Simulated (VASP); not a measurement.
# CaIn6 (Pm-3m) in VASP: single point with r2SCAN

Aim: the single point of CaIn6 with r2SCAN.

Program: VASP 6.6.1. These are calculated values, not measurements. Logs are shortened: lines on timing, memory, paths and dates and some standing lists are left out, and cuts for length are marked.

## (1) The cell of the first run

The structure is cubic, space group Pm-3m (No. 221). Conventional cell: a = 5.789 Å, b = 5.789 Å, c = 5.789 Å, α = 90.00°, β = 90.00°, γ = 90.00°. Within 5.8 Å of Ca (site symmetry m-3m) lie 24 In at 4.25 Å and 6 Ca at 5.79 Å. In (site symmetry 4mm) has 5 In at 2.32 to 2.46 Å within 3.1 Å.

## (2) Single point, r2SCAN

POSCAR reads:

```
CaIn6
1.0
    5.7885140000      0.0000000000      0.0000000000
    0.0000000000      5.7885140000      0.0000000000
    0.0000000000      0.0000000000      5.7885140000
Ca In
1 6
Direct
    0.0000000000      0.0000000000      0.0000000000
    0.5000000000      0.5000000000      0.2000000000
    0.5000000000      0.5000000000      0.8000000000
    0.2000000000      0.5000000000      0.5000000000
    0.8000000000      0.5000000000      0.5000000000
    0.5000000000      0.2000000000      0.5000000000
    0.5000000000      0.8000000000      0.5000000000
```

INCAR.step1 reads:

```
PREC = Accurate
ENCUT = 550
ISMEAR = -1
SIGMA = 0.1
LREAL = False
LASPH = True
NELM = 120
NBANDS = 53
GGA = PE
ALGO = Normal
EDIFF = 1E-5
LWAVE = True
LCHARG = False
GGA_COMPAT = False
```

INCAR.step2 reads:

```
PREC = Accurate
ENCUT = 550
EDIFF = 1E-6
ISMEAR = -1
SIGMA = 0.1
LREAL = False
LASPH = True
NELM = 120
ALGO = Normal
ISIF = 2
LWAVE = False
LCHARG = False
METAGGA = R2SCAN
LMIXTAU = True
NBANDS = 53
ISTART = 1
GGA_COMPAT = False
```

KPOINTS reads:

```
regular mesh
0
Gamma
  6 6 6
```

Potentials or basis: VASP PAW PBE potentials, release 64 (Ca_sv, In_d).

Launch:

```bash
> cat potpaw_PBE.64/Ca_sv/POTCAR potpaw_PBE.64/In_d/POTCAR > POTCAR
> cp INCAR.step1 INCAR
> mpirun -np 1 vasp_std > vasp.out
> cp INCAR.step2 INCAR
> mpirun -np 1 vasp_std > vasp.out
```

OUTCAR:

```text
PREC = Accurate
   ENCUT = 550
   EDIFF = 1E-6
   ISMEAR = -1
   LREAL = False
   LASPH = True
   NELM = 120
   ISIF = 2
   METAGGA = R2SCAN
   ISTART = 1

 ion  position               nearest neighbor table
   1  0.000  0.000  0.000-
   2  0.500  0.500  0.200-   3 2.32   4 2.46   5 2.46   6 2.46   7 2.46   3 3.47
   3  0.500  0.500  0.800-   2 2.32   4 2.46   5 2.46   6 2.46   7 2.46   2 3.47
   4  0.200  0.500  0.500-   5 2.32   3 2.46   2 2.46   6 2.46   7 2.46   5 3.47
   5  0.800  0.500  0.500-   4 2.32   3 2.46   2 2.46   6 2.46   7 2.46   4 3.47
   6  0.500  0.200  0.500-   7 2.32   3 2.46   4 2.46   5 2.46   2 2.46   7 3.47
   7  0.500  0.800  0.500-   6 2.32   3 2.46   4 2.46   5 2.46   2 2.46   6 3.47

  LATTYP: Found a simple cubic cell.
 ALAT       =     5.7885140000

  Lattice vectors:

 A1 = (   5.7885140000,   0.0000000000,   0.0000000000)
 A2 = (   0.0000000000,   5.7885140000,   0.0000000000)
 A3 = (   0.0000000000,   0.0000000000,   5.7885140000)

Analysis of symmetry for initial positions (statically):
=====================================================================
 Subroutine PRICEL returns:
 Original cell was already a primitive cell.

 Routine SETGRP: Setting up the symmetry group for a
 simple cubic supercell.

 Subroutine GETGRP returns: Found 48 space group operations
 (whereof 48 operations were pure point group operations)
 out of a pool of 48 trial point group operations.

The static configuration has the point symmetry O_h .

Analysis of symmetry for dynamics (positions and initial velocities):
=====================================================================
 Subroutine PRICEL returns:
 Original cell was already a primitive cell.

 Routine SETGRP: Setting up the symmetry group for a
 simple cubic supercell.

 Subroutine GETGRP returns: Found 48 space group operations
 (whereof 48 operations were pure point group operations)
 out of a pool of 48 trial point group operations.

The dynamic configuration has the point symmetry O_h .

 Subroutine INISYM returns: Found 48 space group operations
 (whereof 48 operations are pure point group operations),
 and found     1 'primitive' translations

----------------------------------------------------------------------------------------

                                     Primitive cell

  volume of cell :     193.9551

  direct lattice vectors                    reciprocal lattice vectors
     5.788514000  0.000000000  0.000000000     0.172755909  0.000000000  0.000000000
     0.000000000  5.788514000  0.000000000     0.000000000  0.172755909  0.000000000
     0.000000000  0.000000000  5.788514000     0.000000000  0.000000000  0.172755909

  length of vectors
     5.788514000  5.788514000  5.788514000     0.172755909  0.172755909  0.172755909

  position of ions in fractional coordinates (direct lattice)
     0.000000000  0.000000000  0.000000000
     0.500000000  0.500000000  0.200000000
     0.500000000  0.500000000  0.800000000
     0.200000000  0.500000000  0.500000000
     0.800000000  0.500000000  0.500000000
     0.500000000  0.200000000  0.500000000
     0.500000000  0.800000000  0.500000000

  ion indices of the primitive-cell ions
   primitive index   ion index
                 1           1
                 2           2
                 3           3
                 4           4
                 5           5
                 6           6
                 7           7

----------------------------------------------------------------------------------------

 KPOINTS: regular mesh

Automatic generation of k-mesh.
 Grid dimensions read from file:
 generate k-points for:    6    6    6

 Generating k-lattice:

  Cartesian coordinates                     Fractional coordinates (reciprocal lattice)
     0.028792652  0.000000000  0.000000000     0.166666667  0.000000000  0.000000000
     0.000000000  0.028792652  0.000000000     0.000000000  0.166666667  0.000000000
     0.000000000  0.000000000  0.028792652     0.000000000  0.000000000  0.166666667

  Length of vectors
     0.028792652  0.028792652  0.028792652

  Shift w.r.t. Gamma in fractional coordinates (k-lattice)
     0.000000000  0.000000000  0.000000000

 Subroutine IBZKPT returns following result:
 ===========================================

 Found     20 irreducible k-points:

 Following reciprocal coordinates:
            Coordinates               Weight
  0.000000  0.000000  0.000000      1.000000
  0.166667  0.000000  0.000000      6.000000
  0.333333  0.000000  0.000000      6.000000
  0.500000  0.000000  0.000000      3.000000
  0.166667  0.166667  0.000000     12.000000
  0.333333  0.166667  0.000000     24.000000
[... 12 lines left out ...]
  0.500000  0.500000  0.333333      6.000000
  0.500000  0.500000  0.500000      1.000000
   k-points           NKPTS =     20   k-points in BZ     NKDIM =     20   number of bands    NBANDS=     53
   number of dos      NEDOS =    301   number of ions     NIONS =      7
   total plane-waves  NPLWV = 110592
   dimension x,y,z NGX =    48 NGY =   48 NGZ =   48
   dimension x,y,z NGXF=    96 NGYF=   96 NGZF=   96
   ions per type =               1   6
   NGX,Y,Z   is equivalent  to a cutoff of  13.79, 13.79, 13.79 a.u.
   NGXF,Y,Z  is equivalent  to a cutoff of  27.57, 27.57, 27.57 a.u.
 SYSTEM =  unknown system
   PREC   = accura    normal or accurate (medium, high low for compatibility)
   ISTART =      1    job   : 0-new  1-cont  2-samecut
   ICHARG =      0    charge: 1-file 2-atom 10-const
   ISPIN  =      1    spin polarized calculation?
   LNONCOLLINEAR =      F non collinear calculations
   LSORBIT =      F    spin-orbit coupling
   LASPH  =      T    aspherical Exc in radial PAW
   ENCUT  =  550.0 eV  40.42 Ry    6.36 a.u.  11.07 11.07 11.07*2*pi/ulx,y,z
   NELM   =    120;   NELMIN=  2; NELMDL=  0     # of ELM steps
   EDIFF  = 0.1E-05   stopping-criterion for ELM
   LREAL  =      F    real-space projection
[... 7 lines left out ...]
   TEBEG  =    0.0;   TEEND  =   0.0 temperature during run
   PSTRESS=    0.0 pullay stress
   NELECT =      88.0000    total number of electrons
   NUPDOWN=      -1.0000    fix difference up-down
   EMIN   =  10.00;   EMAX   =-10.00  energy-range for DOS
   EFERMI =   0.00;   METHOD = LEGACY
   ISMEAR =    -1;   SIGMA  =   0.10  broadening in eV -4-tet -1-fermi 0-gaus
   EFERMI_NEDOS =   21; number of points for ismear=-14 and -15
   IALGO  =     38    algorithm
   IMIX   =      4    mixing-type and parameters
     AMIX     =   0.40;   BMIX     =  1.00
     AMIX_MAG =   1.60;   BMIX_MAG =  1.00
  volume/ion in A,a.u.               =      27.71       186.98
  Fermi-wavevector in a.u.,A,eV,Ry     =   1.257965  2.377210 21.530900  1.582476
  Thomas-Fermi vector in A             =   2.391598
   LORBIT       =      0    0 simple, 1 ext, 2 COOP (PROOUT), +10 PAW based schemes
   METAGGA = R2SCAN    functional components
   LHFCALC =     F    Hartree Fock is set to
   AEXX    =    0.0000 exact exchange contribution
   IVDW    =     0    specifies the selected vdW correction
   LEPSILON=     F    determine dielectric tensor
   LRPA    =     F    only Hartree local field effects (RPA)
 non-spin polarized calculation
  energy-cutoff  :      550.00
  volume of cell :      193.96
 maximum number of plane-waves:      5716
 NGX is ok and might be reduce to    48
   NGX = 23   NGY = 23   NGZ = 23

 number of electron      87.9999983 magnetization

 Free energy of the ion-electron system (eV)
  ---------------------------------------------------
  ext. energy  EPLUGINS =         0.00000000
  ---------------------------------------------------
  free energy    TOTEN  =      -129.89620911 eV

  energy without entropy =     -129.84238708  energy(sigma->0) =     -129.86929810

 E-fermi :   7.0276     XC(G=0):  -9.9778

 val. band max:        6.9761303647   @ k =   0.3333   0.0000   0.0000
 cond. band min:       7.0847751458   @ k =   0.3333   0.0000   0.0000
 fundamental gap:      0.1086447811
 Fermi energy:         7.0275719948

 k-point     1 :       0.0000    0.0000    0.0000
  band No.  band energies     occupation
      1     -39.0255      2.00000
      2     -19.0761      2.00000
      3     -19.0761      2.00000
      4     -19.0761      2.00000
      5     -11.9781      2.00000
      6     -10.4861      2.00000
[... 45 lines left out ...]
     52       8.8062      0.00000
     53       8.8062      0.00000

 k-point     2 :       0.1667    0.0000    0.0000
  band No.  band energies     occupation
      1     -39.0255      2.00000
      2     -19.0762      2.00000
      3     -19.0761      2.00000
      4     -19.0761      2.00000
      5     -11.9154      2.00000
      6     -10.5608      2.00000
[... 45 lines left out ...]
     52       9.1742      0.00000
     53       9.1884      0.00000

 k-point     3 :       0.3333    0.0000    0.0000
  band No.  band energies     occupation
      1     -39.0255      2.00000
      2     -19.0764      2.00000
      3     -19.0761      2.00000
      4     -19.0761      2.00000
      5     -11.7638      2.00000
      6     -10.7366      2.00000
[... 45 lines left out ...]
     52       9.9259      0.00000
     53       9.9259      0.00000
[... 841 lines left out ...]
 k-point    19 :       0.5000    0.5000    0.3333
  band No.  band energies     occupation
      1     -39.0254      2.00000
      2     -19.0764      2.00000
      3     -19.0764      2.00000
      4     -19.0763      2.00000
      5     -10.8885      2.00000
      6     -10.8127      2.00000
[... 45 lines left out ...]
     52      10.7511      0.00000
     53      10.7512      0.00000

 k-point    20 :       0.5000    0.5000    0.5000
  band No.  band energies     occupation
      1     -39.0254      2.00000
      2     -19.0764      2.00000
      3     -19.0764      2.00000
      4     -19.0764      2.00000
      5     -10.8112      2.00000
      6     -10.8112      2.00000
[... 45 lines left out ...]
     52      10.7262      0.00000
     53      10.9140      0.00000

------------------------ aborting loop because EDIFF is reached ----------------------------------------

  FORCE on cell =-STRESS in cart. coord.  units (eV):
  Direction    XX          YY          ZZ          XY          YZ          ZX
  --------------------------------------------------------------------------------------
  -------------------------------------------------------------------------------------
  Total       50.1078761     50.1078761     50.1078761      0.0000000     -0.0000000      0.0000000
  in kB      413.9189534    413.9189534    413.9189534      0.0000000     -0.0000000      0.0000000
  external PRESSURE =     413.9189534 kB  Pullay stress =       0.0000000 kB

 VOLUME and BASIS-vectors are now :
 -----------------------------------------------------------------------------
  energy-cutoff  :      550.00
  volume of cell :      193.96
      direct lattice vectors                 reciprocal lattice vectors
     5.788514000  0.000000000  0.000000000     0.172755909  0.000000000  0.000000000
     0.000000000  5.788514000  0.000000000     0.000000000  0.172755909  0.000000000
     0.000000000  0.000000000  5.788514000     0.000000000  0.000000000  0.172755909

 POSITION                                       TOTAL-FORCE (eV/Angst)
 -----------------------------------------------------------------------------------
      0.00000      0.00000      0.00000         0.000000     -0.000000     -0.000000
      2.89426      2.89426      1.15770         0.000000     -0.000000     -5.402189
      2.89426      2.89426      4.63081        -0.000000     -0.000000      5.402189
      1.15770      2.89426      2.89426        -5.402189     -0.000000     -0.000000
      4.63081      2.89426      2.89426         5.402189     -0.000000     -0.000000
      2.89426      1.15770      2.89426         0.000000     -5.402189     -0.000000
      2.89426      4.63081      2.89426        -0.000000      5.402189     -0.000000
 -----------------------------------------------------------------------------------
    total drift:                                0.000000     -0.000000     -0.000000

  FREE ENERGIE OF THE ION-ELECTRON SYSTEM (eV)
  ---------------------------------------------------
  free  energy   TOTEN  =      -129.8962091147 eV

  energy  without entropy=     -129.8423870759  energy(sigma->0) =     -129.86929810
```

Run time: 15 min. Hardware: 1 thread of Intel Xeon Platinum 8259CL at 2.50GHz (Skylake/Cascade Lake), shared host; peak memory 0.48 GiB.

What came out:

```
Free energy            : -129.8962 eV
Pressure               : 41.4 GPa
Largest force          : 5.402 eV/Å
Band gap on the k mesh : zero (bands 44 and 45 overlap by 0.01 eV)
```

Forces in eV/Å, atoms in the order of the input:
```
Ca   0.000  0.000  0.000
In   0.000  0.000 -5.402
In   0.000  0.000  5.402
In  -5.402  0.000  0.000
In   5.402  0.000  0.000
In   0.000 -5.402  0.000
In   0.000  5.402  0.000
```

Caveat: the cell stands under pressure; the PAW data sets were made with another functional, which shifts forces and pressure a little; spin-orbit coupling is left out, which moves the levels of the heavy elements.

The gap in the log of VASP goes by the Fermi energy; the results here count the filled bands.